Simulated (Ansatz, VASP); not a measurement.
# BN: VASP beside Ansatz

```
CELL_PARAMETERS angstrom
0.00000 1.86739 1.86739
1.86739 0.00000 1.86739
1.86739 1.86739 0.00000
ATOMIC_POSITIONS crystal
B 0.00000 0.00000 0.00000
N 0.75000 0.75000 0.75000
```

Change from the starting cell: strain +0.030 along x and y, +0.030 along z, atoms carried along.

Alike in both runs: task single point; functional r2SCAN; k mesh 12 × 12 × 12; occupations gaussian, width 0.05 eV; no spin polarisation.

```csv
,VASP,Ansatz
version,VASP 6.6.1,Ansatz 0.2.0
potentials or method,"VASP PAW PBE potentials, release 64 (B, N), cutoff 520 eV","scalar-relativistic, plane waves, PAW"
valence electrons in the cell,8,8
```

|  | VASP | Ansatz | Ansatz less VASP |
| --- | --- | --- | --- |
| gap on the k mesh at the Fermi level (eV) | 4.85 | 4.86 | +0.014 |
| least direct gap on the mesh (eV) | 9.05 | 9.08 | +0.029 |
| pressure (GPa) | -32.4 | -33.2 | -0.74 |

VASP's potentials were made for PBE, not for r2SCAN. Both programs put the cell under strong tension, so it lies far from rest at this level. With one functional, cell and mesh, what is left measures potentials, basis and numerics.

Noted on VASP's run: the cell as given lies far from equilibrium.
